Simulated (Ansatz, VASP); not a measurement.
## Bi2O: VASP beside Ansatz

```
CELL_PARAMETERS angstrom
-1.80055 1.80055 4.44281
1.80055 -1.80055 4.44281
1.80055 1.80055 -4.44281
ATOMIC_POSITIONS crystal
Bi 0.33330 0.33330 0.00000
Bi 0.66670 0.66670 0.00000
O 0.00000 0.00000 0.00000
```

Change from the starting cell: species swapped into the Ge2W type (I4/mmm, No. 139).

Alike in both runs: task single point; functional PBE; k mesh 6 × 6 × 6; occupations gaussian, width 0.1 eV; no spin polarisation.

|  | VASP | Ansatz |
| --- | --- | --- |
| version | VASP 6.6.1 | Ansatz 0.2.0 |
| potentials or method | VASP PAW PBE potentials, release 64 (Bi_d, O), cutoff 520 eV | scalar-relativistic, plane waves, PAW |
| valence electrons in the cell | 36 | 36 |

|  | VASP | Ansatz | Ansatz less VASP |
| --- | --- | --- | --- |
| gap on the k mesh at the Fermi level (eV) | none | none | - |
| pressure (GPa) | 17.3 | 17.3 | +0.08 |
| traceless stress, the component that is largest in VASP (GPa) | -2.74 | -2.72 | +0.018 |
| rms of the force components (eV/Å) | 0.861 | 0.858 | -0.0032 |

Atom by atom the forces differ by 0.003 eV/Å (rms over components). A gap of «none» marks a metal or a gap that the smearing closes.

The k mesh is coarse, so the values compare programs but aren't converged. Neither program's run includes spin-orbit coupling.
